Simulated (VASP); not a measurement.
# BW16 (a cell with a defect) in VASP: single point with LDA

Aim: the single point of BW16 (a cell with a defect) with LDA.

Program: VASP 6.6.1. These are calculated values, not measurements. Logs are shortened: lines on timing, memory, paths and dates and some standing lists are left out, and cuts for length are marked.

## Step 1: The cell of the first run

The cell holds a defect, 17 atoms: a = 6.320 Å, b = 6.320 Å, c = 6.320 Å, α = 90.00°, β = 90.00°, γ = 90.00°.

## Step 2: Single point, LDA

INCAR reads:

```
ALGO = Normal
EDIFF = 1E-7
ENCUT = 520
GGA = CA
ISIF = 2
ISMEAR = 0
LASPH = True
LCHARG = False
LREAL = Auto
LWAVE = False
NBANDS = 128
NELM = 80
PREC = Accurate
SIGMA = 0.05
```

KPOINTS reads:

```
k-points
0
Gamma
  3 3 3
```

POSCAR reads:

```
BW16
1.0
    6.3200000000      0.0000000000      0.0000000000
    0.0000000000      6.3200000000      0.0000000000
    0.0000000000      0.0000000000      6.3200000000
W B
16 1
Direct
   -0.0039450949     -0.0012416139     -0.0034988924
    0.4961181962      0.0039719937     -0.0035302215
   -0.0039289557      0.5018218354     -0.0035074367
   -0.0038985759     -0.0530283228      0.4965498418
    0.2440145570      0.2503106013      0.2485681962
    0.4961117089      0.4966121835     -0.0035389241
    0.4960778481     -0.0012862342      0.4964925633
    0.7481704114      0.2502897152      0.2486343354
   -0.0038533228      0.5538469937      0.4965773734
    0.2558893987      0.7503289557      0.2367367089
    0.2438148734      0.2503107595      0.7442253165
    0.4960909810      0.5018566456      0.4965126582
    0.7363047468      0.7503064873      0.2367469937
    0.7483650316      0.2502966772      0.7441639241
    0.2558890823      0.7503371835      0.7563674051
    0.7363085443      0.7503186709      0.7563610759
    0.9962681962      0.2504172468      0.4961060127
```

Potentials or basis: VASP PAW LDA potentials, release 64 (W_sv, B).

Launch:

```bash
> cat potpaw_LDA.64/W_sv/POTCAR potpaw_LDA.64/B/POTCAR > POTCAR
> mpirun -np 1 vasp_std > vasp.out
```

OUTCAR:

```text
EDIFF = 1E-7
   ENCUT = 520
   GGA = CA
   ISIF = 2
   ISMEAR = 0
   LASPH = True
   LREAL = Auto
   NELM = 80
   PREC = Accurate

 ion  position               nearest neighbor table
   1  0.996  0.999  0.997-  16 2.73  15 2.73  13 2.73  10 2.73   8 2.74  14 2.74   5 2.74  11 2.74
                             3 3.14   2 3.16   2 3.16   4 3.18   4 3.18   3 3.18
   2  0.496  0.004  0.996-  16 2.68  15 2.68  13 2.68  10 2.68   8 2.74   5 2.74  14 2.74  11 2.74
                             6 3.11   1 3.16   7 3.16   7 3.16   1 3.16   6 3.21
   3  0.996  0.502  0.996-  16 2.73  15 2.73  13 2.73  10 2.73  11 2.74   5 2.74  14 2.74   8 2.74
                             1 3.14   6 3.16   6 3.16   9 3.18   9 3.18   1 3.18
   4  0.996  0.947  0.497-  17 1.92   9 2.48  15 2.63  10 2.63  16 2.63  13 2.63  14 2.93  11 2.93
                             8 2.93   5 2.93   1 3.18   7 3.18   7 3.18   1 3.18
   5  0.244  0.250  0.249-  17 2.21   6 2.74   2 2.74   3 2.74  12 2.74   1 2.74   7 2.74   4 2.93
                             9 2.93  11 3.13   8 3.13  10 3.16  10 3.16   8 3.19  11 3.19
   6  0.496  0.497  0.996-  16 2.68  15 2.68  13 2.68  10 2.68   5 2.74   8 2.74  11 2.74  14 2.74
                             2 3.11  12 3.16   3 3.16   3 3.16  12 3.16   2 3.21
   7  0.496  0.999  0.496-  10 2.73  13 2.73  15 2.73  16 2.73   8 2.74  14 2.74   5 2.74  11 2.74
                            12 3.14   2 3.16   2 3.16   4 3.18   4 3.18  12 3.18
   8  0.748  0.250  0.249-  17 2.21   2 2.74   6 2.74  12 2.74   7 2.74   1 2.74   3 2.74   4 2.93
                             9 2.93  14 3.13   5 3.13  13 3.16  13 3.16   5 3.19  14 3.19
   9  0.996  0.554  0.497-  17 1.92   4 2.48  15 2.63  10 2.63  16 2.63  13 2.63  11 2.93  14 2.93
                             5 2.93   8 2.93   3 3.18  12 3.18  12 3.18   3 3.18
  10  0.256  0.750  0.237-   9 2.63   4 2.63   2 2.68   6 2.68   7 2.73  12 2.73   1 2.73   3 2.73
                            15 3.04  13 3.04   5 3.16   5 3.16  13 3.28  15 3.28
  11  0.244  0.250  0.744-  17 2.22   6 2.74   2 2.74   3 2.74  12 2.74   1 2.74   7 2.74   4 2.93
                             9 2.93  14 3.13   5 3.13  15 3.16  15 3.16   5 3.19  14 3.19
  12  0.496  0.502  0.497-  13 2.73  10 2.73  16 2.73  15 2.73  14 2.74   8 2.74  11 2.74   5 2.74
                             7 3.14   6 3.16   6 3.16   9 3.18   9 3.18   7 3.18
  13  0.736  0.750  0.237-   9 2.63   4 2.63   2 2.68   6 2.68   7 2.73  12 2.73   1 2.73   3 2.73
                            16 3.04  10 3.04   8 3.16   8 3.16  10 3.28  16 3.28
  14  0.748  0.250  0.744-  17 2.22   6 2.74   2 2.74  12 2.74   7 2.74   3 2.74   1 2.74   4 2.93
                             9 2.93  11 3.13   8 3.13  16 3.16  16 3.16   8 3.19  11 3.19
  15  0.256  0.750  0.756-   9 2.63   4 2.63   2 2.68   6 2.68   1 2.73   7 2.73   3 2.73  12 2.73
                            10 3.04  16 3.04  11 3.16  11 3.16  16 3.28  10 3.28
  16  0.736  0.750  0.756-   9 2.63   4 2.63   2 2.68   6 2.68   1 2.73   3 2.73   7 2.73  12 2.73
                            13 3.04  15 3.04  14 3.16  14 3.16  15 3.28  13 3.28
  17  0.996  0.250  0.496-   9 1.92   4 1.92   5 2.21   8 2.21  11 2.22  14 2.22

  LATTYP: Found a simple cubic cell.
 ALAT       =     6.3200000000

  Lattice vectors:

 A1 = (   6.3200000000,   0.0000000000,   0.0000000000)
 A2 = (   0.0000000000,   6.3200000000,   0.0000000000)
 A3 = (   0.0000000000,   0.0000000000,   6.3200000000)
[... 166 lines left out ...]
     AMIX_MAG =   1.60;   BMIX_MAG =  1.00
  volume/ion in A,a.u.               =      14.85       100.21
  Fermi-wavevector in a.u.,A,eV,Ry     =   1.580155  2.986060 33.972251  2.496890
  Thomas-Fermi vector in A             =   2.680426
   LORBIT       =      0    0 simple, 1 ext, 2 COOP (PROOUT), +10 PAW based schemes
   GGA     = CA    functional components
   LHFCALC =     F    Hartree Fock is set to
   AEXX    =    0.0000 exact exchange contribution
   IVDW    =     0    specifies the selected vdW correction
   LEPSILON=     F    determine dielectric tensor
   LRPA    =     F    only Hartree local field effects (RPA)
 non-spin polarized calculation
 Gauss-broadening in eV      SIGMA  =   0.05
  energy-cutoff  :      520.00
  volume of cell :      252.44
 maximum number of plane-waves:      6859
   NGX = 23   NGY = 23   NGZ = 23

 number of electron     227.0000005 magnetization

 Free energy of the ion-electron system (eV)
  ---------------------------------------------------
  ext. energy  EPLUGINS =         0.00000000
  ---------------------------------------------------
  free energy    TOTEN  =      -230.85088996 eV

  energy without entropy =     -230.84070810  energy(sigma->0) =     -230.84579903

 E-fermi :  11.5678     XC(G=0): -13.9465

 val. band max:       11.5161241291   @ k =   0.0000  -0.3333   0.3333
 cond. band min:      11.5839466414   @ k =   0.0000   0.0000   0.3333
 fundamental gap:      0.0678225123
 Fermi energy:        11.5678065113

 k-point     1 :       0.0000    0.0000    0.0000
  band No.  band energies     occupation
      1     -62.0814      2.00000
      2     -62.0037      2.00000
      3     -62.0037      2.00000
      4     -61.9939      2.00000
      5     -61.9688      2.00000
      6     -61.9600      2.00000
[... 1781 lines left out ...]
    124      13.4372      0.00000
    125      13.6445      0.00000
 [bands above 125 left out]

------------------------ aborting loop because EDIFF is reached ----------------------------------------

  FORCE on cell =-STRESS in cart. coord.  units (eV):
  Direction    XX          YY          ZZ          XY          YZ          ZX
  --------------------------------------------------------------------------------------
  -------------------------------------------------------------------------------------
  Total        3.3445659     23.9696818      3.3478458      0.0017944     -0.0005411      0.0050438
  in kB       21.2275126    152.1323651     21.2483295      0.0113891     -0.0034342      0.0320126
  external PRESSURE =      64.8694024 kB  Pullay stress =       0.0000000 kB

 VOLUME and BASIS-vectors are now :
 -----------------------------------------------------------------------------
  energy-cutoff  :      520.00
  volume of cell :      252.44
      direct lattice vectors                 reciprocal lattice vectors
     6.320000000  0.000000000  0.000000000     0.158227848  0.000000000  0.000000000
     0.000000000  6.320000000  0.000000000     0.000000000  0.158227848  0.000000000
     0.000000000  0.000000000  6.320000000     0.000000000  0.000000000  0.158227848

 POSITION                                       TOTAL-FORCE (eV/Angst)
 -----------------------------------------------------------------------------------
      6.29507      6.31215      6.29789         0.004434      0.003550      0.000174
      3.13547      0.02510      6.29769        -0.002758      0.023330     -0.001740
      6.29517      3.17151      6.29783         0.003736     -0.001140      0.001147
      6.29536      5.98486      3.13820        -0.001569      0.076725     -0.004198
      1.54217      1.58196      1.57095        -0.002084      0.001197     -0.003238
      3.13543      3.13859      6.29763        -0.000380     -0.020535      0.000416
[... 9 lines left out ...]
      4.65347      4.74201      4.78020        -0.015887      0.000286      0.006058
      6.29641      1.58264      3.13539        -0.012617     -0.004250      0.015683
 -----------------------------------------------------------------------------------
    total drift:                                0.002654      0.001306      0.001593

  FREE ENERGIE OF THE ION-ELECTRON SYSTEM (eV)
  ---------------------------------------------------
  free  energy   TOTEN  =      -230.8508899595 eV

  energy  without entropy=     -230.8407080961  energy(sigma->0) =     -230.84579903
```

OSZICAR:

```text
N       E                     dE             d eps       ncg     rms          rms(c)
DAV:   1     0.349940040679E+04    0.34994E+04   -0.12769E+05  3584   0.211E+03
DAV:   2     0.670486560171E+02   -0.34324E+04   -0.33732E+04  3584   0.714E+02
DAV:   3    -0.226244636968E+03   -0.29329E+03   -0.27731E+03  4088   0.179E+02
DAV:   4    -0.244538833544E+03   -0.18294E+02   -0.17596E+02  4224   0.355E+01
DAV:   5    -0.245255096941E+03   -0.71626E+00   -0.70686E+00  4304   0.643E+00    0.936E+01
DAV:   6    -0.233080746575E+03    0.12174E+02   -0.38906E+01  4184   0.222E+01    0.371E+01
DAV:   7    -0.231733986865E+03    0.13468E+01   -0.16702E+01  4328   0.178E+01    0.631E+00
DAV:   8    -0.230919536167E+03    0.81445E+00   -0.68867E+00  4472   0.114E+01    0.216E+00
DAV:   9    -0.230869932127E+03    0.49604E-01   -0.57932E-01  4176   0.324E+00    0.177E+00
DAV:  10    -0.230859740036E+03    0.10192E-01   -0.64279E-02  4448   0.113E+00    0.939E-01
DAV:  11    -0.230851843113E+03    0.78969E-02   -0.24903E-02  4336   0.827E-01    0.325E-01
DAV:  12    -0.230850931294E+03    0.91182E-03   -0.66659E-03  4360   0.458E-01    0.858E-02
DAV:  13    -0.230850897025E+03    0.34269E-04   -0.63618E-04  4328   0.121E-01    0.744E-02
DAV:  14    -0.230850889793E+03    0.72322E-05   -0.13621E-04  4304   0.569E-02    0.412E-02
DAV:  15    -0.230850890634E+03   -0.84127E-06   -0.23190E-05  4416   0.304E-02    0.961E-03
DAV:  16    -0.230850890176E+03    0.45765E-06   -0.42478E-06  4384   0.115E-02    0.789E-03
DAV:  17    -0.230850889953E+03    0.22296E-06   -0.12304E-06  3944   0.611E-03    0.358E-03
DAV:  18    -0.230850889959E+03   -0.60209E-08   -0.27703E-07  2888   0.245E-03
   1 F= -.23085089E+03 E0= -.23084580E+03  d E =-.101819E-01
```

Run time: 15 min. Hardware: 1 thread of AMD EPYC 7R43 (Zen 3), shared host; peak memory 0.39 GiB.

What came out:

```yaml
Free_energy: -230.8509 eV
Pressure: 6.5 GPa
Largest_force: 0.085 eV/Å
Band_gap_on_the_k_mesh: zero (an odd number of electrons rules out a gap without spin polarisation)
```

Forces in eV/Å, atoms in the order of the input:
```
W    0.004  0.004  0.000
W   -0.003  0.023 -0.002
W    0.004 -0.001  0.001
W   -0.002  0.077 -0.004
W   -0.002  0.001 -0.003
W    0.000 -0.021  0.000
W    0.003  0.008  0.001
W    0.009  0.002 -0.004
W   -0.005 -0.085 -0.007
W    0.010 -0.001 -0.016
W    0.014  0.000  0.008
W    0.004 -0.005 -0.002
W   -0.011  0.000 -0.013
W   -0.009  0.002  0.009
W    0.013  0.000  0.009
W   -0.016  0.000  0.006
B   -0.013 -0.004  0.016
```

Levels at points of the mesh, in eV from the Fermi level:
```
           k point  band 109  band 110  band 111  band 112  band 113  band 114  band 115  band 116  band 117  band 118
(0.00, 0.00, 0.00)     -0.56     -0.49     -0.32     -0.32      0.20      0.68      0.72      0.72      0.73      0.73
```

Caveat: spin-orbit coupling is left out, which moves the levels of the heavy elements.

The gap in the log of VASP goes by the Fermi energy; the results here count the filled bands.